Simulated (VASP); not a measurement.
# CdS (Greenockite) (P6_3mc) in VASP: notebook

Aim: see how the results for CdS (Greenockite) move with the level of theory and the settings. Levels: BHLYP, BLYP. Tasks: single point, relaxation of cell and atoms.

Program: VASP 6.6.1. These are calculated values, not measurements. Logs are shortened: lines on timing, memory, paths and dates and some standing lists are left out, and cuts for length are marked.

**1. The cell of the first run**

It takes space group P6_3mc (No. 186, hexagonal). Conventional cell: a = 4.150 Å, b = 4.150 Å, c = 6.737 Å, α = 90.00°, β = 90.00°, γ = 120.00°. Cd (site symmetry 3m) has 4 S at 2.53 to 2.54 Å within 3.3 Å. Within 3.3 Å of S (site symmetry 3m) lie 4 Cd at 2.53 to 2.54 Å.

**2. Single point, BHLYP**

File POSCAR:

```
CdS
1.0
    4.1500000000      0.0000000000      0.0000000000
   -2.0750000000      3.5940054257      0.0000000000
    0.0000000000      0.0000000000      6.7370000000
Cd S
2 2
Direct
    0.6666666667      0.3333333333      0.5000000000
    0.3333333333      0.6666666667      0.0000000000
    0.6666666667      0.3333333333      0.8750000000
    0.3333333333      0.6666666667      0.3750000000
```

File INCAR.step1:

```
PREC = Accurate
ENCUT = 520
EDIFF = 1E-5
ISMEAR = -1
SIGMA = 0.05
LREAL = False
LASPH = True
NELM = 80
ALGO = Normal
ISIF = 2
LWAVE = True
LCHARG = False
NBANDS = 26
GGA = PE
LUSENCCL = False
```

File INCAR.step2:

```
PREC = Accurate
ENCUT = 520
EDIFF = 1E-7
ISMEAR = -1
SIGMA = 0.05
LREAL = False
LASPH = True
NELM = 80
ALGO = Normal
ISIF = 2
LWAVE = False
LCHARG = False
GGA = B5
LHFCALC = True
AEXX = 0.5
ALDAX = 0.5
AGGAX = 0.5
AGGAC = 1.0
ALDAC = 0.0
PRECFOCK = Normal
NBANDS = 26
ISTART = 1
LUSENCCL = False
```

File KPOINTS:

```
regular mesh
0
Gamma
  4 4 3
```

Potentials or basis: VASP PAW PBE potentials, release 64 (Cd, S).

Started as:

```sh
cat potpaw_PBE.64/Cd/POTCAR potpaw_PBE.64/S/POTCAR > POTCAR
cp INCAR.step1 INCAR
mpirun -np 1 vasp_std > vasp.out
cp INCAR.step2 INCAR
mpirun -np 1 vasp_std > vasp.out
```

OUTCAR:

```text
PREC = Accurate
   ENCUT = 520
   EDIFF = 1E-7
   ISMEAR = -1
   LREAL = False
   LASPH = True
   NELM = 80
   ISIF = 2
   GGA = B5
   LHFCALC = True
   AEXX = 0.5
   PRECFOCK = Normal
   ISTART = 1

 ion  position               nearest neighbor table
   1  0.667  0.333  0.500-   3 2.53   4 2.54   4 2.54   4 2.54
   2  0.333  0.667  0.000-   4 2.53   3 2.54   3 2.54   3 2.54
   3  0.667  0.333  0.875-   1 2.53   2 2.54   2 2.54   2 2.54
   4  0.333  0.667  0.375-   2 2.53   1 2.54   1 2.54   1 2.54

  LATTYP: Found a hexagonal cell.
 ALAT       =     4.1500000000
 C/A-ratio  =     1.6233734940

  Lattice vectors:

 A1 = (   4.1500000000,   0.0000000000,   0.0000000000)
 A2 = (  -2.0750000000,   3.5940054257,   0.0000000000)
 A3 = (   0.0000000000,   0.0000000000,   6.7370000000)

Analysis of symmetry for initial positions (statically):
=====================================================================
 Subroutine PRICEL returns:
 Original cell was already a primitive cell.

 Routine SETGRP: Setting up the symmetry group for a
 hexagonal supercell.

 Subroutine GETGRP returns: Found 12 space group operations
 (whereof  6 operations were pure point group operations)
 out of a pool of 24 trial point group operations.

The static configuration has the point symmetry C_3v.
 The point group associated with its full space group is C_6v.

Analysis of symmetry for dynamics (positions and initial velocities):
=====================================================================
 Subroutine PRICEL returns:
 Original cell was already a primitive cell.

 Routine SETGRP: Setting up the symmetry group for a
 hexagonal supercell.

 Subroutine GETGRP returns: Found 12 space group operations
 (whereof  6 operations were pure point group operations)
 out of a pool of 24 trial point group operations.

The dynamic configuration has the point symmetry C_3v.
 The point group associated with its full space group is C_6v.

 Subroutine INISYM returns: Found 12 space group operations
 (whereof  6 operations are pure point group operations),
 and found     1 'primitive' translations

----------------------------------------------------------------------------------------

                                     Primitive cell

  volume of cell :     100.4832

  direct lattice vectors                    reciprocal lattice vectors
     4.150000000  0.000000000  0.000000000     0.240963855  0.139120547 -0.000000000
    -2.075000000  3.594005426  0.000000000     0.000000000  0.278241094  0.000000000
     0.000000000  0.000000000  6.737000000     0.000000000 -0.000000000  0.148434021

  length of vectors
     4.150000000  4.150000000  6.737000000     0.278241094  0.278241094  0.148434021

  position of ions in fractional coordinates (direct lattice)
     0.666666667  0.333333333  0.500000000
     0.333333333  0.666666667  0.000000000
     0.666666667  0.333333333  0.875000000
     0.333333333  0.666666667  0.375000000

  ion indices of the primitive-cell ions
   primitive index   ion index
                 1           1
                 2           2
                 3           3
                 4           4

----------------------------------------------------------------------------------------

 KPOINTS: regular mesh

Automatic generation of k-mesh.
 Grid dimensions read from file:
 generate k-points for:    4    4    3

 Generating k-lattice:

  Cartesian coordinates                     Fractional coordinates (reciprocal lattice)
     0.060240964  0.034780137 -0.000000000     0.250000000  0.000000000  0.000000000
     0.000000000  0.069560273  0.000000000     0.000000000  0.250000000  0.000000000
     0.000000000 -0.000000000  0.049478007     0.000000000  0.000000000  0.333333333

  Length of vectors
     0.069560273  0.069560273  0.049478007

  Shift w.r.t. Gamma in fractional coordinates (k-lattice)
     0.000000000  0.000000000  0.000000000

 Subroutine IBZKPT returns following result:
 ===========================================

 Found      8 irreducible k-points:

 Following reciprocal coordinates:
            Coordinates               Weight
  0.000000  0.000000  0.000000      1.000000
  0.250000  0.000000  0.000000      6.000000
  0.500000  0.000000  0.000000      3.000000
  0.250000  0.250000  0.000000      6.000000
  0.000000  0.000000  0.333333      2.000000
  0.250000  0.000000  0.333333     12.000000
  0.500000  0.000000  0.333333      6.000000
  0.250000  0.250000  0.333333     12.000000
   k-points           NKPTS =      8   k-points in BZ     NKDIM =     48   number of bands    NBANDS=     26
   number of dos      NEDOS =    301   number of ions     NIONS =      4
   total plane-waves  NPLWV =  51200
   dimension x,y,z NGX =    32 NGY =   32 NGZ =   50
   dimension x,y,z NGXF=    64 NGYF=   64 NGZF=  100
   ions per type =               2   2
   NGX,Y,Z   is equivalent  to a cutoff of  12.82, 12.82, 12.34 a.u.
   NGXF,Y,Z  is equivalent  to a cutoff of  25.64, 25.64, 24.68 a.u.
 SYSTEM =  unknown system
   PREC   = accura    normal or accurate (medium, high low for compatibility)
   ISTART =      1    job   : 0-new  1-cont  2-samecut
   ICHARG =      0    charge: 1-file 2-atom 10-const
   ISPIN  =      1    spin polarized calculation?
   LNONCOLLINEAR =      F non collinear calculations
   LSORBIT =      F    spin-orbit coupling
   LASPH  =      T    aspherical Exc in radial PAW
   ENCUT  =  520.0 eV  38.22 Ry    6.18 a.u.   7.72  7.72 12.53*2*pi/ulx,y,z
   NELM   =     80;   NELMIN=  2; NELMDL=  0     # of ELM steps
   EDIFF  = 0.1E-06   stopping-criterion for ELM
   LREAL  =      F    real-space projection
   EDIFFG = 0.1E-05   stopping-criterion for IOM
   NSW    =      0    number of steps for IOM
   IBRION =     -1    ionic relax: 0-MD 1-quasi-New 2-CG
   NFREE  =      0    steps in history (QN), initial steepest desc. (CG)
   ISIF   =      2    stress and relaxation
   ISYM   =      3    0-nonsym 1-usesym 2-fastsym
   POTIM  = 0.5000    time-step for ionic-motion
   TEBEG  =    0.0;   TEEND  =   0.0 temperature during run
   PSTRESS=    0.0 pullay stress
   NELECT =      36.0000    total number of electrons
   NUPDOWN=      -1.0000    fix difference up-down
   EMIN   =  10.00;   EMAX   =-10.00  energy-range for DOS
   EFERMI =   0.00;   METHOD = LEGACY
   ISMEAR =    -1;   SIGMA  =   0.05  broadening in eV -4-tet -1-fermi 0-gaus
   EFERMI_NEDOS =   21; number of points for ismear=-14 and -15
   IALGO  =     38    algorithm
   IMIX   =      1    mixing-type and parameters
     AMIX     =   0.40;   BMIX     =  1.00
     AMIX_MAG =   1.60;   BMIX_MAG =  1.00
  volume/ion in A,a.u.               =      25.12       169.52
  Fermi-wavevector in a.u.,A,eV,Ry     =   1.162727  2.197236 18.394190  1.351935
  Thomas-Fermi vector in A             =   2.299285
   LORBIT       =      0    0 simple, 1 ext, 2 COOP (PROOUT), +10 PAW based schemes
   GGA     = B5    functional components
   LHFCALC =     T    Hartree Fock is set to
   PRECFOCK=normal    Normal, Fast or Accurate (Low or Medium for compatibility)
   ENCUT4O =  -1.0   cutoff for four orbital integrals eV
   NKREDX  =     1    reduce k-point grid by
   NKREDY  =     1    reduce k-point grid by
   NKREDZ  =     1    reduce k-point grid by
   AEXX    =    0.5000 exact exchange contribution
   HFSCREEN=    0.0000 screening length (either q_TF or 0.3 A-1)
   HFSCREENC=   0.0000 screening length for correlation (either q_TF or 0.3 A-1)
   ENCUTFOCK=  -1.0 apply spherical cutoff to Coloumb kernel
   IVDW    =     0    specifies the selected vdW correction
   LEPSILON=     F    determine dielectric tensor
   LRPA    =     F    only Hartree local field effects (RPA)
 non-spin polarized calculation
  energy-cutoff  :      520.00
  volume of cell :      100.48
 maximum number of plane-waves:      2731
 NGX is ok and might be reduce to    32
  NGX = 24; NGY = 24; NGZ = 40

 number of electron      35.9999996 magnetization

 Free energy of the ion-electron system (eV)
  ---------------------------------------------------
  ext. energy  EPLUGINS =         0.00000000
  ---------------------------------------------------
  free energy    TOTEN  =       -18.90646278 eV

  energy without entropy =      -18.90646278  energy(sigma->0) =      -18.90646278

 E-fermi :   0.5917     XC(G=0):  -4.8066

 val. band max:       -0.5390752470   @ k =   0.0000   0.0000   0.0000
 cond. band min:       4.1778361928   @ k =   0.0000   0.0000   0.0000
 fundamental gap:      4.7169114398
 Fermi energy:         0.5916688044

 k-point     1 :       0.0000    0.0000    0.0000
  band No.  band energies     occupation
      1     -15.2637      2.00000
      2     -14.7908      2.00000
      3     -10.5532      2.00000
      4     -10.5329      2.00000
      5     -10.5329      2.00000
      6     -10.4455      2.00000
[... 18 lines left out ...]
     25      11.0846      0.00000
     26      11.1601      0.00000

 k-point     2 :       0.2500    0.0000    0.0000
  band No.  band energies     occupation
      1     -15.0499      2.00000
      2     -14.7103      2.00000
      3     -10.4883      2.00000
      4     -10.4671      2.00000
      5     -10.3676      2.00000
      6     -10.3459      2.00000
[... 18 lines left out ...]
     25      11.4966      0.00000
     26      11.9295      0.00000

 k-point     3 :       0.5000    0.0000    0.0000
  band No.  band energies     occupation
      1     -14.8069      2.00000
      2     -14.6625      2.00000
      3     -10.4406      2.00000
      4     -10.4247      2.00000
      5     -10.2515      2.00000
      6     -10.2407      2.00000
[... 18 lines left out ...]
     25      11.7986      0.00000
     26      13.8821      0.00000

 k-point     4 :       0.2500    0.2500    0.0000
  band No.  band energies     occupation
      1     -14.8084      2.00000
      2     -14.6641      2.00000
      3     -10.4570      2.00000
      4     -10.3870      2.00000
      5     -10.2914      2.00000
      6     -10.2652      2.00000
[... 18 lines left out ...]
     25      11.3024      0.00000
     26      13.0965      0.00000

 k-point     5 :       0.0000    0.0000    0.3333
  band No.  band energies     occupation
      1     -15.1396      2.00000
      2     -14.9016      2.00000
      3     -10.5157      2.00000
      4     -10.5157      2.00000
      5     -10.4721      2.00000
      6     -10.4721      2.00000
[... 18 lines left out ...]
     25      10.5362      0.00000
     26      10.5362      0.00000

 k-point     6 :       0.2500    0.0000    0.3333
  band No.  band energies     occupation
      1     -14.9566      2.00000
      2     -14.7858      2.00000
      3     -10.4608      2.00000
      4     -10.4381      2.00000
      5     -10.3971      2.00000
      6     -10.3774      2.00000
[... 18 lines left out ...]
     25      11.0211      0.00000
     26      11.7752      0.00000

 k-point     7 :       0.5000    0.0000    0.3333
  band No.  band energies     occupation
      1     -14.7612      2.00000
      2     -14.6887      2.00000
      3     -10.4337      2.00000
      4     -10.3787      2.00000
      5     -10.3503      2.00000
      6     -10.2904      2.00000
[... 18 lines left out ...]
     25      11.7823      0.00000
     26      12.9758      0.00000

 k-point     8 :       0.2500    0.2500    0.3333
  band No.  band energies     occupation
      1     -14.7626      2.00000
      2     -14.6901      2.00000
      3     -10.4039      2.00000
      4     -10.3930      2.00000
      5     -10.3396      2.00000
      6     -10.3024      2.00000
[... 18 lines left out ...]
     25      11.5614      0.00000
     26      12.3307      0.00000

------------------------ aborting loop because EDIFF is reached ----------------------------------------

  FORCE on cell =-STRESS in cart. coord.  units (eV):
  Direction    XX          YY          ZZ          XY          YZ          ZX
  --------------------------------------------------------------------------------------
  -------------------------------------------------------------------------------------
  Total        1.6407575      1.6407575      1.9832142      0.0000000      0.0000000      0.0000000
  in kB       26.1614374     26.1614374     31.6218182      0.0000000      0.0000000      0.0000000
  external PRESSURE =      27.9815643 kB  Pullay stress =       0.0000000 kB

 VOLUME and BASIS-vectors are now :
 -----------------------------------------------------------------------------
  energy-cutoff  :      520.00
  volume of cell :      100.48
      direct lattice vectors                 reciprocal lattice vectors
     4.150000000  0.000000000  0.000000000     0.240963855  0.139120547 -0.000000000
    -2.075000000  3.594005426  0.000000000     0.000000000  0.278241094  0.000000000
     0.000000000  0.000000000  6.737000000     0.000000000 -0.000000000  0.148434021

 POSITION                                       TOTAL-FORCE (eV/Angst)
 -----------------------------------------------------------------------------------
      2.07500      1.19800      3.36850         0.000000     -0.000000     -0.069516
     -0.00000      2.39600      0.00000        -0.000000      0.000000     -0.069516
      2.07500      1.19800      5.89487        -0.000000      0.000000      0.069516
     -0.00000      2.39600      2.52637        -0.000000      0.000000      0.069516
 -----------------------------------------------------------------------------------
    total drift:                               -0.000000     -0.000000     -0.000388

  FREE ENERGIE OF THE ION-ELECTRON SYSTEM (eV)
  ---------------------------------------------------
  free  energy   TOTEN  =       -18.9064627816 eV

  energy  without entropy=      -18.9064627815  energy(sigma->0) =      -18.90646278
```

Run time: 10 min. Hardware: 1 × NVIDIA H100 80GB with 1 thread of AMD EPYC 7R13 (Zen 3), shared host; peak memory 1.3 GiB.

Results:

| Quantity | Value |
| --- | --- |
| Free energy | -18.9065 eV |
| Pressure | 2.8 GPa |
| Largest force | 0.070 eV/Å |
| Band gap on the k mesh | 4.72 eV, direct |

Forces on the atoms (eV/Å):
```
Cd   0.000  0.000 -0.070
Cd   0.000  0.000 -0.070
S    0.000  0.000  0.070
S    0.000  0.000  0.070
```

Stress tensor (GPa, compression positive):
```
2.62 0.00 0.00
0.00 2.62 0.00
0.00 0.00 3.16
```

Levels at points of the mesh, in eV from the valence-band top:
```
           k point  band 14  band 15  band 16  band 17  band 18  band 19  band 20  band 21  band 22  band 23
(0.00, 0.00, 0.00)    -0.88    -0.88    -0.01     0.00     0.00     4.72     6.49    10.33    10.33    10.72
(0.50, 0.00, 0.00)    -3.91    -2.98    -2.12    -1.44    -0.83     7.50     7.50     8.63    10.47    10.86
```

Caveat: the k points lie up to 0.44 Å⁻¹ apart; the PAW data sets were made with another functional, which shifts forces and pressure a little.

[end of part 1 of 3]
